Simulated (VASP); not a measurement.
# Pt (Fm-3m) in VASP: a series of runs

Pt is run at these levels: PBE; tasks: single point, relaxation of cell and atoms.

Everything below comes from runs of VASP 6.6.1. Logs are shortened: lines on timing, memory, paths and dates and some standing lists are left out, and cuts for length are marked.

## (1) The cell of the first run

Symmetry: Fm-3m, No. 225, cubic system. The conventional cell has a = 3.971 Å, b = 3.971 Å, c = 3.971 Å, α = 90.00°, β = 90.00°, γ = 90.00°. Within 3.7 Å of Pt (site symmetry m-3m) lie 12 Pt at 2.81 Å.

## (2) Single point, PBE

INCAR

```
SYSTEM = Pt
PREC = Accurate ; ENCUT = 520
EDIFF = 1E-7 ; ISMEAR = -1
SIGMA = 0.08 ; LREAL = .FALSE.
LASPH = .TRUE. ; NELM = 80
ALGO = Normal ; ISIF = 2
LWAVE = .FALSE. ; LCHARG = .TRUE.
GGA = PE ; LELF = .TRUE.
LVHAR = .TRUE. ; NBANDS = 11
```

KPOINTS

```
regular mesh
0
G
  19 19 19
  0 0 0
```

POSCAR

```
Pt
1.0
    0.0000000000      1.9855579642      1.9855579642
    1.9855579642      0.0000000000      1.9855579642
    1.9855579642      1.9855579642      0.0000000000
Pt
1
Direct
    0.0000000000      0.0000000000      0.0000000000
```

Potentials or basis: VASP PAW PBE potentials, release 64 (Pt).

Run with:

```
cat potpaw_PBE.64/Pt/POTCAR > POTCAR
mpirun -np 1 vasp_std > vasp.out
```

OUTCAR:

```text
SYSTEM = Pt
   PREC = Accurate
   ENCUT = 520
   EDIFF = 1E-7
   ISMEAR = -1
   LREAL = .FALSE.
   LASPH = .TRUE.
   NELM = 80
   ISIF = 2
   GGA = PE

 ion  position               nearest neighbor table
   1  0.000  0.000  0.000-

  LATTYP: Found a face centered cubic cell.
 ALAT       =     3.9711159284

  Lattice vectors:

 A1 = (   0.0000000000,   1.9855579642,   1.9855579642)
 A2 = (   1.9855579642,   0.0000000000,   1.9855579642)
 A3 = (   1.9855579642,   1.9855579642,   0.0000000000)

Analysis of symmetry for initial positions (statically):
=====================================================================
 Subroutine PRICEL returns:
 Original cell was already a primitive cell.

 Routine SETGRP: Setting up the symmetry group for a
 face centered cubic supercell.

 Subroutine GETGRP returns: Found 48 space group operations
 (whereof 48 operations were pure point group operations)
 out of a pool of 48 trial point group operations.

The static configuration has the point symmetry O_h .

Analysis of symmetry for dynamics (positions and initial velocities):
=====================================================================
 Subroutine PRICEL returns:
 Original cell was already a primitive cell.

 Routine SETGRP: Setting up the symmetry group for a
 face centered cubic supercell.

 Subroutine GETGRP returns: Found 48 space group operations
 (whereof 48 operations were pure point group operations)
 out of a pool of 48 trial point group operations.

The dynamic configuration has the point symmetry O_h .

 Subroutine INISYM returns: Found 48 space group operations
 (whereof 48 operations are pure point group operations),
 and found     1 'primitive' translations

----------------------------------------------------------------------------------------

                                     Primitive cell

  volume of cell :      15.6559

  direct lattice vectors                    reciprocal lattice vectors
     0.000000000  1.985557964  1.985557964    -0.251818385  0.251818385  0.251818385
     1.985557964  0.000000000  1.985557964     0.251818385 -0.251818385  0.251818385
     1.985557964  1.985557964  0.000000000     0.251818385  0.251818385 -0.251818385

  length of vectors
     2.808003002  2.808003002  2.808003002     0.436162237  0.436162237  0.436162237

  position of ions in fractional coordinates (direct lattice)
     0.000000000  0.000000000  0.000000000

  ion indices of the primitive-cell ions
   primitive index   ion index
                 1           1

----------------------------------------------------------------------------------------

 KPOINTS: regular mesh

Automatic generation of k-mesh.
 Grid dimensions read from file:
 generate k-points for:   19   19   19

 Generating k-lattice:

  Cartesian coordinates                     Fractional coordinates (reciprocal lattice)
    -0.013253599  0.013253599  0.013253599     0.052631579  0.000000000  0.000000000
     0.013253599 -0.013253599  0.013253599     0.000000000  0.052631579  0.000000000
     0.013253599  0.013253599 -0.013253599     0.000000000  0.000000000  0.052631579

  Length of vectors
     0.022955907  0.022955907  0.022955907

  Shift w.r.t. Gamma in fractional coordinates (k-lattice)
     0.000000000  0.000000000  0.000000000

 Subroutine IBZKPT returns following result:
 ===========================================

 Found    220 irreducible k-points:

 Following reciprocal coordinates:
            Coordinates               Weight
  0.000000  0.000000  0.000000      1.000000
  0.052632  0.000000  0.000000      8.000000
  0.105263  0.000000  0.000000      8.000000
  0.157895  0.000000  0.000000      8.000000
  0.210526  0.000000  0.000000      8.000000
  0.263158  0.000000  0.000000      8.000000
[... 16 lines left out ...]
 -0.315789  0.052632  0.000000     24.000000
 -0.263158  0.052632  0.000000     24.000000
 [... further k-points ...]
   k-points           NKPTS =    220   k-points in BZ     NKDIM =    220   number of bands    NBANDS=     11
   number of dos      NEDOS =    301   number of ions     NIONS =      1
   total plane-waves  NPLWV =  13824
   dimension x,y,z NGX =    24 NGY =   24 NGZ =   24
   dimension x,y,z NGXF=    48 NGYF=   48 NGZF=   48
   ions per type =               1
   NGX,Y,Z   is equivalent  to a cutoff of  14.21, 14.21, 14.21 a.u.
   NGXF,Y,Z  is equivalent  to a cutoff of  28.42, 28.42, 28.42 a.u.
 SYSTEM =  Pt
   PREC   = accura    normal or accurate (medium, high low for compatibility)
   ISTART =      0    job   : 0-new  1-cont  2-samecut
   ICHARG =      2    charge: 1-file 2-atom 10-const
   ISPIN  =      1    spin polarized calculation?
   LNONCOLLINEAR =      F non collinear calculations
   LSORBIT =      F    spin-orbit coupling
   LASPH  =      T    aspherical Exc in radial PAW
   ENCUT  =  520.0 eV  38.22 Ry    6.18 a.u.   5.22  5.22  5.22*2*pi/ulx,y,z
   NELM   =     80;   NELMIN=  2; NELMDL= -5     # of ELM steps
   EDIFF  = 0.1E-06   stopping-criterion for ELM
   LREAL  =      F    real-space projection
   EDIFFG = 0.1E-05   stopping-criterion for IOM
   NSW    =      0    number of steps for IOM
   IBRION =     -1    ionic relax: 0-MD 1-quasi-New 2-CG
   NFREE  =      0    steps in history (QN), initial steepest desc. (CG)
   ISIF   =      2    stress and relaxation
   ISYM   =      2    0-nonsym 1-usesym 2-fastsym
   POTIM  = 0.5000    time-step for ionic-motion
   TEBEG  =    0.0;   TEEND  =   0.0 temperature during run
   PSTRESS=    0.0 pullay stress
   NELECT =      10.0000    total number of electrons
   NUPDOWN=      -1.0000    fix difference up-down
   EMIN   =  10.00;   EMAX   =-10.00  energy-range for DOS
   EFERMI =   0.00;   METHOD = LEGACY
   ISMEAR =    -1;   SIGMA  =   0.08  broadening in eV -4-tet -1-fermi 0-gaus
   EFERMI_NEDOS =   21; number of points for ismear=-14 and -15
   IALGO  =     38    algorithm
   IMIX   =      4    mixing-type and parameters
     AMIX     =   0.40;   BMIX     =  1.00
     AMIX_MAG =   1.60;   BMIX_MAG =  1.00
  volume/ion in A,a.u.               =      15.66       105.65
  Fermi-wavevector in a.u.,A,eV,Ry     =   1.409880  2.664288 27.045153  1.987763
  Thomas-Fermi vector in A             =   2.531891
   LORBIT       =      0    0 simple, 1 ext, 2 COOP (PROOUT), +10 PAW based schemes
   GGA     = PE    functional components
   LHFCALC =     F    Hartree Fock is set to
   AEXX    =    0.0000 exact exchange contribution
   IVDW    =     0    specifies the selected vdW correction
   LEPSILON=     F    determine dielectric tensor
   LRPA    =     F    only Hartree local field effects (RPA)
 non-spin polarized calculation
  energy-cutoff  :      520.00
  volume of cell :       15.66
 maximum number of plane-waves:       440
 NGX is ok and might be reduce to    24

 number of electron      10.0000002 magnetization

 Free energy of the ion-electron system (eV)
  ---------------------------------------------------
  ext. energy  EPLUGINS =         0.00000000
  ---------------------------------------------------
  free energy    TOTEN  =        -6.11956288 eV

  energy without entropy =       -6.08061105  energy(sigma->0) =       -6.10008697

 E-fermi :  10.5534     XC(G=0): -13.2668

 val. band max:       10.5457940971   @ k =  -0.3684   0.3684   0.1579
 cond. band min:      10.5537288492   @ k =  -0.4211   0.3158   0.0526
 fundamental gap:      0.0079347522
 Fermi energy:        10.5534352549

 k-point     1 :       0.0000    0.0000    0.0000
  band No.  band energies     occupation
      1       0.7579      2.00000
      2       6.9948      2.00000
      3       6.9948      2.00000
      4       6.9948      2.00000
      5       9.0204      2.00000
      6       9.0204      2.00000
      7      25.2970      0.00000
      8      30.0524      0.00000
      9      30.0524      0.00000
     10      30.0524      0.00000
     11      35.2616      0.00000

 k-point     2 :       0.0526    0.0000    0.0000
  band No.  band energies     occupation
      1       0.8658      2.00000
      2       6.9477      2.00000
      3       7.0372      2.00000
      4       7.0372      2.00000
      5       8.9969      2.00000
      6       8.9969      2.00000
      7      25.4608      0.00000
      8      29.4472      0.00000
      9      30.2137      0.00000
     10      30.2137      0.00000
     11      35.9131      0.00000

 k-point     3 :       0.1053    0.0000    0.0000
  band No.  band energies     occupation
      1       1.1809      2.00000
      2       6.8246      2.00000
      3       7.1502      2.00000
      4       7.1502      2.00000
      5       8.9446      2.00000
      6       8.9446      2.00000
      7      25.9092      0.00000
      8      28.1469      0.00000
      9      30.6832      0.00000
     10      30.6832      0.00000
     11      36.6677      0.00000

 k-point     4 :       0.1579    0.0000    0.0000
  band No.  band energies     occupation
      1       1.6746      2.00000
      2       6.6786      2.00000
      3       7.2853      2.00000
      4       7.2853      2.00000
      5       8.9210      2.00000
      6       8.9210      2.00000
      7      26.4210      0.00000
      8      26.7046      0.00000
      9      31.4142      0.00000
     10      31.4142      0.00000
     11      35.2789      0.00000
[... 239 lines left out ...]
 k-point    22 :      -0.3684    0.0526    0.0000
  band No.  band energies     occupation
      1       3.6681      2.00000
      2       7.0184      2.00000
      3       7.1149      2.00000
      4       8.2200      2.00000
      5       9.9687      1.99866
      6      10.6375      0.51818
      7      18.7051      0.00000
      8      25.5238      0.00000
      9      29.4391      0.00000
     10      30.8704      0.00000
     11      36.0698      0.00000

 k-point    23 :      -0.3158    0.0526    0.0000
  band No.  band energies     occupation
      1       3.5197      2.00000
      2       7.1261      2.00000
      3       7.2352      2.00000
      4       7.3527      2.00000
      5       9.5316      1.99999
      6      10.1836      1.98054
      7      20.6506      0.00000
      8      26.0845      0.00000
      9      30.2033      0.00000
     10      32.2879      0.00000
     11      34.5342      0.00000

 k-point    24 :      -0.2632    0.0526    0.0000
  band No.  band energies     occupation
      1       3.1548      2.00000
      2       6.7263      2.00000
      3       7.2992      2.00000
      4       7.3612      2.00000
      5       9.1096      2.00000
      6       9.7477      1.99992
      7      22.6158      0.00000
      8      26.7079      0.00000
      9      31.0162      0.00000
     10      33.2127      0.00000
     11      33.9530      0.00000

 [... further k-points ...]

------------------------ aborting loop because EDIFF is reached ----------------------------------------

  FORCE on cell =-STRESS in cart. coord.  units (eV):
  Direction    XX          YY          ZZ          XY          YZ          ZX
  --------------------------------------------------------------------------------------
  -------------------------------------------------------------------------------------
  Total       -0.0475859     -0.0475859     -0.0475859      0.0000000      0.0000000     -0.0000000
  in kB       -4.8697962     -4.8697962     -4.8697962      0.0000000      0.0000000     -0.0000000
  external PRESSURE =      -4.8697962 kB  Pullay stress =       0.0000000 kB

 VOLUME and BASIS-vectors are now :
 -----------------------------------------------------------------------------
  energy-cutoff  :      520.00
  volume of cell :       15.66
      direct lattice vectors                 reciprocal lattice vectors
     0.000000000  1.985557964  1.985557964    -0.251818385  0.251818385  0.251818385
     1.985557964  0.000000000  1.985557964     0.251818385 -0.251818385  0.251818385
     1.985557964  1.985557964  0.000000000     0.251818385  0.251818385 -0.251818385

 POSITION                                       TOTAL-FORCE (eV/Angst)
 -----------------------------------------------------------------------------------
      0.00000      0.00000      0.00000         0.000000      0.000000      0.000000
 -----------------------------------------------------------------------------------
    total drift:                               -0.000000      0.000000      0.000000

  FREE ENERGIE OF THE ION-ELECTRON SYSTEM (eV)
  ---------------------------------------------------
  free  energy   TOTEN  =        -6.1195628815 eV

  energy  without entropy=       -6.0806110545  energy(sigma->0) =       -6.10008697
```

It took 36 s on 1 thread of Intel Xeon 8259CL, shared host; peak memory 0.17 GiB.

Results:

- Free energy: -6.1196 eV
- Pressure: -0.5 GPa
- Band gap on the k mesh: zero (bands 5 and 6 overlap by 2.06 eV)

Levels at points of the mesh, in eV from the Fermi level:
```tsv
k point	band 1	band 2	band 3	band 4	band 5	band 6	band 7	band 8	band 9	band 10
(0.00, 0.00, 0.00)	-9.80	-3.56	-3.56	-3.56	-1.53	-1.53	14.74	19.50	19.50	19.50
```

Caveat: spin-orbit coupling is left out, which moves the levels of the heavy elements.

## (3) Single point, PBE

This run uses another cell than the first one: it holds 2 atoms, not 1.

INCAR

```
PREC     = Accurate       # precision mode
ENCUT    = 520            # plane-wave cutoff, eV
EDIFF    = 1E-7           # SCF threshold, eV
ISMEAR   = -1             # smearing method
SIGMA    = 0.08           # smearing width, eV
LREAL    = F              # projectors in reciprocal space
LASPH    = T              # aspherical terms in the spheres
NELM     = 100            # most SCF steps
ALGO     = Normal         # electronic algorithm
ISIF     = 2              # what is computed and relaxed
LWAVE    = F              # write WAVECAR
LCHARG   = F              # write CHGCAR
GGA      = PE             # functional
NBANDS   = 17             # bands
```

KPOINTS

```
Automatic mesh
0
Gamma
  12 12 8
```

POSCAR

```
Pt
1.0
    1.9855579642      1.9855579642      0.0000000000
   -1.9855579642      1.9855579642      0.0000000000
    0.0000000000      0.0000000000      3.9711159284
Pt
2
Direct
    0.0000000000      0.0000000000      0.0000000000
    0.5000000000      0.5000000000      0.5000000000
```

Potentials or basis: VASP PAW PBE potentials, release 64 (Pt).

Run with:

```
cat potpaw_PBE.64/Pt/POTCAR > POTCAR
mpirun -np 1 vasp_std > vasp.out
```

Wall time 59 s (1 thread of Intel Xeon 8259CL, shared host); peak memory 0.19 GiB.

Results (log left out):

```
Free energy            : -12.2383 eV
Pressure               : -0.4 GPa
Band gap on the k mesh : zero (bands 10 and 11 overlap by 1.56 eV)
```

Levels at points of the mesh, in eV from the Fermi level:
```csv
k point,band 7,band 8,band 9,band 10,band 11,band 12,band 13,band 14
"(0.00, 0.00, 0.00)",-1.55,-1.55,-0.01,0.44,0.44,1.84,8.47,11.26
"(0.50, 0.00, 0.00)",-2.41,-2.41,-1.64,-1.64,1.77,1.77,10.49,10.49
"(0.50, 0.50, 0.00)",0.44,0.44,0.44,0.44,1.84,1.84,8.47,8.47
"(0.00, 0.00, 0.50)",-2.01,-2.01,-2.01,-2.01,-0.83,-0.83,16.81,16.81
"(0.50, 0.00, 0.50)",-0.33,-0.33,0.02,0.02,0.02,0.02,5.55,5.55
"(0.50, 0.50, 0.50)",-1.89,-1.89,0.45,0.45,6.85,6.85,8.08,8.08
```

Caveat: spin-orbit coupling is left out, which moves the levels of the heavy elements.

## (4) Single point, PBE

This run uses another cell than the first one: it holds 2 atoms, not 1.

INCAR

```
SYSTEM = Pt
PREC = Accurate
ENCUT = 520
EDIFF = 1E-6
ISMEAR = -4
SIGMA = 0.1
LREAL = .FALSE.
LASPH = .TRUE.
NELM = 100
ALGO = Normal
ISIF = 2
LWAVE = .FALSE.
LCHARG = .FALSE.
GGA = PE
NBANDS = 17
```

KPOINTS

```
Automatic mesh
0
G
  12 12 8
  0 0 0
```

POSCAR is that of step 3.

Run with:

```
cat potpaw_PBE.64/Pt/POTCAR > POTCAR
mpirun -np 1 vasp_std > vasp.out
```

Run time: 66 s. Hardware: 1 thread of Intel Xeon 8259CL, shared host; peak memory 0.2 GiB.

It converged, with:

```
Free energy            : -12.1316 eV
Pressure               : -0.1 GPa
Band gap on the k mesh : zero (bands 10 and 11 overlap by 1.56 eV)
```

Levels at points of the mesh, in eV from the Fermi level:
| k point | band 6 | band 7 | band 8 | band 9 | band 10 | band 11 | band 12 | band 13 | band 14 | band 15 |
| --- | --- | --- | --- | --- | --- | --- | --- | --- | --- | --- |
| (0.00, 0.00, 0.00) | -3.55 | -1.53 | -1.52 | 0.01 | 0.47 | 0.47 | 1.86 | 8.49 | 11.28 | 11.28 |
| (0.50, 0.00, 0.00) | -3.96 | -2.39 | -2.39 | -1.61 | -1.61 | 1.79 | 1.79 | 10.51 | 10.51 | 12.65 |
| (0.50, 0.50, 0.00) | 0.01 | 0.47 | 0.47 | 0.47 | 0.47 | 1.86 | 1.86 | 8.49 | 8.49 | 11.28 |
| (0.00, 0.00, 0.50) | -2.81 | -1.99 | -1.99 | -1.99 | -1.99 | -0.80 | -0.80 | 16.83 | 16.83 | 16.83 |
| (0.50, 0.00, 0.50) | -3.61 | -0.31 | -0.31 | 0.04 | 0.04 | 0.05 | 0.05 | 5.57 | 5.57 | 14.30 |
| (0.50, 0.50, 0.50) | -4.27 | -1.86 | -1.86 | 0.47 | 0.47 | 6.87 | 6.87 | 8.11 | 8.11 | 8.11 |

Caveat: spin-orbit coupling is left out, which moves the levels of the heavy elements.

## (5) Relaxation of cell and atoms, PBE

INCAR

```
  PREC = Accurate
  ENCUT = 600
  EDIFF = 1E-6
  ISMEAR = -1
  SIGMA = 0.08
  LREAL = F
  LASPH = T
  NELM = 100
  ALGO = Normal
  ISIF = 3
  LWAVE = F
  LCHARG = F
  GGA = PE
  IBRION = 2
  NSW = 60
  EDIFFG = -0.005
```

KPOINTS

```
regular mesh
0
Gamma
  19 19 19
```

POSCAR

```
Pt
1.0
    0.0000000000      1.9857740511      1.9857740511
    1.9857740511      0.0000000000      1.9857740511
    1.9857740511      1.9857740511      0.0000000000
Pt
1
Direct
    0.0000000000      0.0000000000      0.0000000000
```

Run with:

```
cat potpaw_PBE.64/Pt/POTCAR > POTCAR
mpirun -np 1 vasp_std > vasp.out
```

Wall time 61 s (1 thread of Intel Xeon 8259CL, shared host); peak memory 0.18 GiB.

The run converged. Its results:

* Free energy: -6.1198 eV
* Relaxed volume: 15.63 Å³/atom
* Relaxed cell: a = 2.806 Å, b = 2.806 Å, c = 2.806 Å, α = 60.00°, β = 60.00°, γ = 60.00°
* Space group after relaxing (to 0.1 Å): Fm-3m (No. 225)
* Energy gained by relaxing: 0.0 meV/atom
* Ionic steps: 3
* Pressure after relaxing: 0.0 GPa
* Band gap on the k mesh: zero (bands 5 and 6 overlap by 2.07 eV)

Final structure:
```
CELL_PARAMETERS angstrom
0.00000 1.98446 1.98446
1.98446 0.00000 1.98446
1.98446 1.98446 0.00000
ATOMIC_POSITIONS crystal
Pt 0.00000 0.00000 0.00000
```

Levels at points of the mesh, in eV from the Fermi level:
| k point | band 3 | band 4 | band 5 | band 6 | band 7 | band 8 |
| --- | --- | --- | --- | --- | --- | --- |
| (0.00, 0.00, 0.00) | -3.57 | -3.57 | -1.54 | -1.54 | 14.74 | 19.50 |

Caveat: spin-orbit coupling is left out, which moves the levels of the heavy elements.

## (6) Summary

| task | cell | k mesh | cutoff (eV) | smearing | gap on the mesh (eV) | pressure (GPa) |
| --- | --- | --- | --- | --- | --- | --- |
| single point | a = 2.808 Å, angles 60.0°, 1 atom, atomic positions A | 19 × 19 × 19 | 520 | fermi-dirac 0.08 eV | none | -0.5 |
| single point | a = 2.808, b = 2.808, c = 3.971 Å, 2 atoms, atomic positions B | 12 × 12 × 8 | 520 | fermi-dirac 0.08 eV | none | -0.4 |
| single point | a = 2.808, b = 2.808, c = 3.971 Å, 2 atoms, atomic positions B | 12 × 12 × 8 | 520 | tetrahedron | none | -0.1 |
| relaxation of cell and atoms | relaxed from a = 2.808 Å, angles 60.0°, 1 atom, atomic positions A | 19 × 19 × 19 | 600 | fermi-dirac 0.08 eV | none | 0.0 |

Alike in all rows: level PBE; potentials or basis VASP PAW PBE potentials, release 64 (Pt); no spin polarisation.

Caveats: spin-orbit coupling is left out, which moves the levels of the heavy elements.

Absolute energies hang on the potentials; compare differences alone.
